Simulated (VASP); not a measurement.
Here is a VASP 6.6.1 calculation.

INCAR

```
PREC = Accurate ; ENCUT = 520
EDIFF = 1E-6 ; ISMEAR = 0
SIGMA = 0.01 ; LREAL = False
LASPH = True ; NELM = 60
ALGO = Normal ; ISIF = 2
LWAVE = False ; LCHARG = False
GGA = PE ; NBANDS = 11
```

The input KPOINTS:

```
Automatic mesh
0
Gamma
  6 6 6
```

The input POSCAR:

```
AlN
1.0
    0.0000000000      2.2285739407      2.1366451309
    2.2285739407      0.0000000000      2.1366451309
    2.2285739407      2.2285739407      0.0000000000
Al N
1 1
Direct
    0.0000000000      0.0000000000      0.0000000000
    0.2500000000      0.2500000000      0.2500000000
```

Potentials or basis: VASP PAW PBE potentials, release 64 (Al, N).

The run is started by

```sh
$ cat potpaw_PBE.64/Al/POTCAR potpaw_PBE.64/N/POTCAR > POTCAR
$ mpirun -np 1 vasp_std > vasp.out
```

(1) Estimate the pressure.

(2) Predict the band gap on the k mesh.

## Answers

(1) 0.7 GPa.

(2) 3.09 eV, indirect (least direct gap 3.91 eV).

Caveat: the cell differs from its parent crystal (epitaxial xy strain +2.0%).
